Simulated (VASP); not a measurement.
# NiS3 (Pm-3m) in VASP: further runs

Runs on NiS3. Level: PBE. Tasks: single point, relaxation of cell and atoms.

All numbers are computed with VASP 6.6.1; they aren't measurements. Logs are shortened: lines on timing, memory, paths and dates and some standing lists are left out, and cuts for length are marked.

## (1) The cell of the first run

Symmetry: Pm-3m, No. 221, cubic system. The conventional cell has a = 3.917 Å, b = 3.917 Å, c = 3.917 Å, α = 90.00°, β = 90.00°, γ = 90.00°. Ni (site symmetry m-3m) has 12 S at 2.77 Å within 3.7 Å. S (site symmetry 4/mmm) has 4 Ni at 2.77 Å and 8 S at 2.77 Å within 3.7 Å.

## (2) Single point, PBE, collinear spin, ferromagnetic start

Contents of INCAR:

```
SYSTEM = NiS3
  PREC = Accurate
  ENCUT = 520
  EDIFF = 1E-6
  ISMEAR = 0
  SIGMA = 0.1
  LREAL = .False.
  LASPH = .True.
  NELM = 150
  ALGO = Normal
  ISIF = 2
  LWAVE = .False.
  LCHARG = .False.
  ISPIN = 2
  MAGMOM = 0.72 0 0 0
  LORBIT = 11
  LMAXMIX = 4
  GGA = PE
  NBANDS = 26
```

Contents of KPOINTS:

```
regular mesh
0
Gamma
  4 4 4
  0 0 0
```

Contents of POSCAR:

```
NiS3
1.0
    3.9172955211      0.0000000000      0.0000000000
    0.0000000000      3.9172955211      0.0000000000
    0.0000000000      0.0000000000      3.9172955211
Ni S
1 3
Direct
    0.0000000000      0.0000000000      0.0000000000
    0.0000000000      0.5000000000      0.5000000000
    0.5000000000      0.0000000000      0.5000000000
    0.5000000000      0.5000000000      0.0000000000
```

Potentials or basis: VASP PAW PBE potentials, release 64 (Ni, S).

Command:

```console
$ cat potpaw_PBE.64/Ni/POTCAR potpaw_PBE.64/S/POTCAR > POTCAR
$ mpirun -np 1 vasp_std > vasp.out
```

OUTCAR:

```text
SYSTEM = NiS3
   PREC = Accurate
   ENCUT = 520
   EDIFF = 1E-6
   ISMEAR = 0
   LREAL = .False.
   LASPH = .True.
   NELM = 150
   ISIF = 2
   ISPIN = 2
   LORBIT = 11
   GGA = PE

 ion  position               nearest neighbor table
   1  0.000  0.000  0.000-   2 2.77   3 2.77   4 2.77   2 2.77   3 2.77   2 2.77   4 2.77   2 2.77
                             3 2.77   4 2.77   3 2.77   4 2.77
   2  0.000  0.500  0.500-   1 2.77   3 2.77   4 2.77   1 2.77   4 2.77   1 2.77   3 2.77   1 2.77
                             3 2.77   4 2.77   4 2.77   3 2.77
   3  0.500  0.000  0.500-   1 2.77   2 2.77   4 2.77   1 2.77   4 2.77   2 2.77   4 2.77   4 2.77
                             1 2.77   2 2.77   1 2.77   2 2.77
   4  0.500  0.500  0.000-   1 2.77   2 2.77   3 2.77   2 2.77   3 2.77   1 2.77   3 2.77   3 2.77
                             1 2.77   2 2.77   2 2.77   1 2.77

  LATTYP: Found a simple cubic cell.
 ALAT       =     3.9172955211

  Lattice vectors:

 A1 = (   3.9172955211,   0.0000000000,   0.0000000000)
 A2 = (   0.0000000000,   3.9172955211,   0.0000000000)
 A3 = (   0.0000000000,   0.0000000000,   3.9172955211)

Analysis of symmetry for initial positions (statically):
=====================================================================
 Subroutine PRICEL returns:
 Original cell was already a primitive cell.

 Routine SETGRP: Setting up the symmetry group for a
 simple cubic supercell.

 Subroutine GETGRP returns: Found 48 space group operations
 (whereof 48 operations were pure point group operations)
 out of a pool of 48 trial point group operations.

The static configuration has the point symmetry O_h .

Analysis of symmetry for dynamics (positions and initial velocities):
=====================================================================
 Subroutine PRICEL returns:
 Original cell was already a primitive cell.

 Routine SETGRP: Setting up the symmetry group for a
 simple cubic supercell.

 Subroutine GETGRP returns: Found 48 space group operations
 (whereof 48 operations were pure point group operations)
 out of a pool of 48 trial point group operations.

The dynamic configuration has the point symmetry O_h .

Analysis of structural, dynamic, and magnetic symmetry:
=====================================================================
 Subroutine PRICEL returns:
 Original cell was already a primitive cell.

 Routine SETGRP: Setting up the symmetry group for a
 simple cubic supercell.

 Subroutine GETGRP returns: Found 48 space group operations
 (whereof 48 operations were pure point group operations)
 out of a pool of 48 trial point group operations.

The overall configuration has the point symmetry O_h .

 Subroutine INISYM returns: Found 48 space group operations
[... 117 lines left out ...]
 spin polarized calculation
 Gauss-broadening in eV      SIGMA  =   0.10
  energy-cutoff  :      520.00
  volume of cell :       60.11
 maximum number of plane-waves:      1647
 NGX is ok and might be reduce to    30
   NGX = 15   NGY = 15   NGZ = 15

 number of electron      28.0000012 magnetization       0.6213901

 Free energy of the ion-electron system (eV)
  ---------------------------------------------------
  ext. energy  EPLUGINS =         0.00000000
  ---------------------------------------------------
  free energy    TOTEN  =       -13.78052801 eV

  energy without entropy =      -13.76433554  energy(sigma->0) =      -13.77243178

 E-fermi :   7.9966     XC(G=0): -11.3940

 val. band max:        7.9673170328   @ k =   0.5000   0.0000   0.0000
 cond. band min:       8.0139486300   @ k =   0.2500   0.2500   0.2500
 fundamental gap:      0.0466315972
 Fermi energy:         7.9966253113

 spin component 1

 k-point     1 :       0.0000    0.0000    0.0000
  band No.  band energies     occupation
      1      -8.6495      1.00000
      2      -3.2953      1.00000
      3      -3.2953      1.00000
      4       1.7958      1.00000
      5       1.7958      1.00000
      6       1.7958      1.00000
[... 279 lines left out ...]
     25      20.1225      0.00000
     26      20.1225      0.00000
 Fermi energy:         7.9966253113

 spin component 2

 k-point     1 :       0.0000    0.0000    0.0000
  band No.  band energies     occupation
      1      -8.6012      1.00000
      2      -3.2264      1.00000
      3      -3.2264      1.00000
      4       1.8360      1.00000
      5       1.8360      1.00000
      6       1.8360      1.00000
[... 279 lines left out ...]
     25      20.1871      0.00000
     26      20.1871      0.00000

------------------------ aborting loop because EDIFF is reached ----------------------------------------

  FORCE on cell =-STRESS in cart. coord.  units (eV):
  Direction    XX          YY          ZZ          XY          YZ          ZX
  --------------------------------------------------------------------------------------
  -------------------------------------------------------------------------------------
  Total       -0.1135189     -0.1135189     -0.1135189      0.0000000      0.0000000     -0.0000000
  in kB       -3.0256581     -3.0256581     -3.0256581      0.0000000      0.0000000     -0.0000000
  external PRESSURE =      -3.0256581 kB  Pullay stress =       0.0000000 kB

 VOLUME and BASIS-vectors are now :
 -----------------------------------------------------------------------------
  energy-cutoff  :      520.00
  volume of cell :       60.11
      direct lattice vectors                 reciprocal lattice vectors
     3.917295521  0.000000000  0.000000000     0.255278162  0.000000000  0.000000000
     0.000000000  3.917295521  0.000000000     0.000000000  0.255278162  0.000000000
     0.000000000  0.000000000  3.917295521     0.000000000  0.000000000  0.255278162

 POSITION                                       TOTAL-FORCE (eV/Angst)
 -----------------------------------------------------------------------------------
      0.00000      0.00000      0.00000         0.000000      0.000000      0.000000
      0.00000      1.95865      1.95865         0.000000      0.000000      0.000000
      1.95865      0.00000      1.95865         0.000000      0.000000      0.000000
      1.95865      1.95865      0.00000         0.000000      0.000000      0.000000
 -----------------------------------------------------------------------------------
    total drift:                                0.000000      0.000000     -0.000000

  FREE ENERGIE OF THE ION-ELECTRON SYSTEM (eV)
  ---------------------------------------------------
  free  energy   TOTEN  =       -13.7805280128 eV

  energy  without entropy=      -13.7643355415  energy(sigma->0) =      -13.77243178

 total charge

# of ion       s       p       d       tot
------------------------------------------
    1        0.266   0.214   8.414   8.894
    2        1.440   2.067   0.000   3.507
    3        1.440   2.067   0.000   3.507
    4        1.440   2.067   0.000   3.507
--------------------------------------------------
tot          4.586   6.415   8.414  19.415

 magnetization (x)

# of ion       s       p       d       tot
------------------------------------------
    1        0.002  -0.000   0.461   0.463
    2        0.002   0.039   0.000   0.042
    3        0.002   0.039   0.000   0.042
    4        0.002   0.039   0.000   0.042
--------------------------------------------------
tot          0.010   0.117   0.461   0.588
```

OSZICAR:

```text
N       E                     dE             d eps       ncg     rms          rms(c)
DAV:   1     0.181521270886E+03    0.18152E+03   -0.11772E+04  1048   0.107E+03
DAV:   2     0.235861877502E+01   -0.17916E+03   -0.16381E+03  1144   0.250E+02
DAV:   3    -0.148693040840E+02   -0.17228E+02   -0.16365E+02  1284   0.782E+01
DAV:   4    -0.153220050456E+02   -0.45270E+00   -0.45048E+00  1272   0.129E+01
DAV:   5    -0.153335373346E+02   -0.11532E-01   -0.11526E-01  1424   0.221E+00    0.255E+01
DAV:   6    -0.383831356628E+02   -0.23050E+02   -0.31042E+02  1254   0.144E+02    0.504E+01
DAV:   7    -0.193961059466E+02    0.18987E+02   -0.21738E+01  1206   0.831E+01    0.192E+01
DAV:   8    -0.137034127812E+02    0.56927E+01   -0.95664E+00  1270   0.584E+01    0.679E+00
DAV:   9    -0.142090690969E+02   -0.50566E+00   -0.56692E+00  1560   0.160E+01    0.100E+01
DAV:  10    -0.137762738894E+02    0.43280E+00   -0.23305E+00  1402   0.101E+01    0.188E+00
DAV:  11    -0.137799420610E+02   -0.36682E-02   -0.22925E-02  1212   0.813E-01    0.140E+00
DAV:  12    -0.137804985655E+02   -0.55650E-03   -0.76820E-03  1420   0.681E-01    0.479E-01
DAV:  13    -0.137805423416E+02   -0.43776E-04   -0.36020E-03  1494   0.430E-01    0.148E-01
DAV:  14    -0.137805420395E+02    0.30208E-06   -0.45563E-04  1328   0.135E-01    0.504E-02
DAV:  15    -0.137805272623E+02    0.14777E-04   -0.12121E-04  1516   0.725E-02    0.269E-02
DAV:  16    -0.137805272903E+02   -0.28034E-07   -0.14555E-05  1276   0.283E-02    0.166E-02
DAV:  17    -0.137805280128E+02   -0.72243E-06   -0.23882E-06   692   0.133E-02
   1 F= -.13780528E+02 E0= -.13772432E+02  d E =-.161925E-01  mag=     0.6216
```

stdout:

```text
POSCAR found type information on POSCAR NiS
 POSCAR found :  2 types and       4 ions
 scaLAPACK will be used
 LDA part: xc-table for (Slater+PW92), standard interpolation
 POSCAR, INCAR and KPOINTS ok, starting setup
 FFT: planning ... GRIDC
 FFT: planning ... GRID_SOFT
 FFT: planning ... GRID
 WAVECAR not read
 entering main loop
```

Wall time 29 s (1 thread of Intel Xeon Platinum 8375C at 2.90GHz (Ice Lake), shared host); peak memory 0.19 GiB.

What came out:

```
Free energy                                           : -13.7805 eV
Pressure                                              : -0.3 GPa
Net moment                                            : 0.62 μB per cell
Site moments                                          : Ni +0.46; S +0.04 μB
Valence electrons inside the program's atomic spheres : Ni 8.89; S 3.51
```

Levels at points of the mesh, in eV from the Fermi level:
Spin up:
```tsv
k point	band 10	band 11	band 12	band 13	band 14	band 15	band 16	band 17	band 18	band 19
(0.00, 0.00, 0.00)	-1.61	-1.61	-1.16	-1.16	-1.16	-0.11	1.24	1.24	1.24	6.98
(0.50, 0.00, 0.00)	-2.27	-1.56	-1.39	-1.14	-1.14	-0.03	1.07	1.07	4.61	5.22
(0.50, 0.50, 0.00)	-2.92	-1.57	-1.45	-1.23	-0.14	-0.14	1.61	2.03	4.17	4.26
(0.50, 0.50, 0.50)	-1.22	-1.22	-1.22	-1.03	1.79	1.79	1.79	1.83	1.83	10.02
```
Spin down:
```tsv
k point	band 12	band 13	band 14	band 15	band 16	band 17
(0.00, 0.00, 0.00)	-1.09	-1.09	-1.09	-0.07	1.27	1.27
(0.50, 0.00, 0.00)	-0.85	-0.85	-0.85	0.42	1.22	1.22
(0.50, 0.50, 0.00)	-0.93	-0.84	0.20	0.20	1.64	2.17
(0.50, 0.50, 0.50)	-0.83	-0.83	1.86	1.86	1.88	1.88
```

Caveat: the k points lie up to 0.40 Å⁻¹ apart; a cell with one magnetic atom can't hold antiferromagnetic order, which such compounds often take. With open d or f shells a metallic result of PBE can be an artefact of self-interaction; +U or a hybrid may open a gap.

## (3) Relaxation of cell and atoms, PBE, collinear spin, ferromagnetic start

This run uses another cell than the first one, of 17.80 Å³/atom, 1.185 times its volume.

Contents of INCAR:

```
PREC = Accurate
ENCUT = 600
EDIFF = 1E-6
ISMEAR = 0
SIGMA = 0.1
LREAL = F
LASPH = T
NELM = 150
ALGO = Normal
ISIF = 3
LWAVE = F
LCHARG = F
ISPIN = 2
MAGMOM = 0.72 0 0 0
LORBIT = 11
LMAXMIX = 4
GGA = PE
IBRION = 2
NSW = 90
EDIFFG = -0.04
```

Contents of KPOINTS:

```
Automatic mesh
0
Gamma
  4 4 4
```

Contents of POSCAR:

```
NiS3
1.0
    4.1448856936      0.0000000000      0.0000000000
    0.0000000000      4.1448856936      0.0000000000
    0.0000000000      0.0000000000      4.1448856936
Ni S
1 3
Direct
    0.0000000000      0.0000000000      0.0000000000
    0.0000000000      0.5000000000      0.5000000000
    0.5000000000      0.0000000000      0.5000000000
    0.5000000000      0.5000000000      0.0000000000
```

Potentials or basis: VASP PAW PBE potentials, release 64 (Ni, S).

Command:

```console
$ cat potpaw_PBE.64/Ni/POTCAR potpaw_PBE.64/S/POTCAR > POTCAR
$ mpirun -np 1 vasp_std > vasp.out
```

It took 71 s on 1 thread of Intel Xeon 6975P-C (Granite Rapids), shared host; peak memory 0.25 GiB.

Results (log left out):

```
Free energy                                           : -13.7742 eV
Relaxed volume                                        : 14.94 Å³/atom
Relaxed cell                                          : a = 3.910 Å, b = 3.910 Å, c = 3.910 Å, α = 90.00°, β = 90.00°, γ = 90.00°
Space group after relaxing (to 0.05 Å)                : Pm-3m (No. 221)
Energy gained by relaxing                             : 99.0 meV/atom
Ionic steps                                           : 3
Pressure after relaxing                               : 0.2 GPa
Band gap on the k mesh                                : zero (filled and empty bands overlap)
Net moment                                            : 0.00 μB per cell
Valence electrons inside the program's atomic spheres : Ni 8.90; S 3.51
```

The path:
| step | energy change (eV) | largest force (eV/Å) | pressure (GPa) | volume (Å³) |
| --- | --- | --- | --- | --- |
| 1 | 0.0000 | 0.0000 | -10.00 | 71.21 |
| 2 | -0.3951 | 0.0000 | -0.74 | 60.36 |
| 3 | -0.3960 | 0.0000 | 0.17 | 59.77 |

Final structure:
```
Ni S
1.0
     3.90985    0.00000    0.00000
     0.00000    3.90985    0.00000
     0.00000    0.00000    3.90985
Ni S
1 3
Cartesian
  0.0000 0.0000 0.0000
  0.0000 1.9549 1.9549
  1.9549 0.0000 1.9549
  1.9549 1.9549 0.0000
```

Levels at points of the mesh, in eV from the Fermi level:
Spin up:
```
           k point  band 12  band 13  band 14  band 15  band 16  band 17
(0.00, 0.00, 0.00)    -1.12    -1.12    -1.12    -0.09     1.28     1.28
(0.50, 0.00, 0.00)    -1.09    -0.97    -0.97     0.23     1.17     1.17
(0.50, 0.50, 0.00)    -1.16    -1.01     0.06     0.06     1.65     2.14
(0.50, 0.50, 0.50)    -0.99    -0.99     1.87     1.87     1.87     1.88
```
Spin down:
```
           k point  band 12  band 13  band 14  band 15  band 16  band 17
(0.00, 0.00, 0.00)    -1.12    -1.12    -1.12    -0.09     1.28     1.28
(0.50, 0.00, 0.00)    -1.09    -0.97    -0.97     0.23     1.17     1.17
(0.50, 0.50, 0.00)    -1.16    -1.01     0.06     0.06     1.65     2.14
(0.50, 0.50, 0.50)    -0.99    -0.99     1.87     1.87     1.87     1.88
```

Caveat: the k points lie up to 0.40 Å⁻¹ apart in the final cell; the volume moved by over 15 % at a fixed basis, so the end points are rough. With open d or f shells a metallic result of PBE can be an artefact of self-interaction; +U or a hybrid may open a gap.
